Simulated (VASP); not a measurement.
Ca, 1 atom in the cell. Symmetry: Fm-3m, No. 225, cubic system. The conventional cell has a = 5.511 Å, b = 5.511 Å, c = 5.511 Å, α = 90.00°, β = 90.00°, γ = 90.00°. Ca (site symmetry m-3m) has 12 Ca at 3.90 Å within 5.1 Å. 

```yaml
Program: VASP 6.6.1
Task: single point
Functional: PBE
Dispersion: D4
Potentials_or_basis: VASP PAW PBE potentials, release 64 (Ca_sv)
Cutoff: 520 eV
k_mesh: 8 × 8 × 8
Occupations: fermi-dirac, width 0.05 eV
Spin: no spin polarisation
Dipole_correction: no
Further_INCAR_settings: ALGO = Normal; EDIFF = 1e-06; NBANDS = 11
```

Potentials or basis: VASP PAW PBE potentials, release 64 (Ca_sv).

The run is started by

```sh
$ cat potpaw_PBE.64/Ca_sv/POTCAR > POTCAR
$ mpirun -np 1 vasp_std > vasp.out
```

Hardware: 1 thread of AMD EPYC 7R13 (shared host).

Problem. How long does it take, and how much memory?

Solution. Run time: 20 s on 1 thread of AMD EPYC 7R13 (shared host), peak memory 0.14 GiB. Counts: scf iterations 10, k points 29.
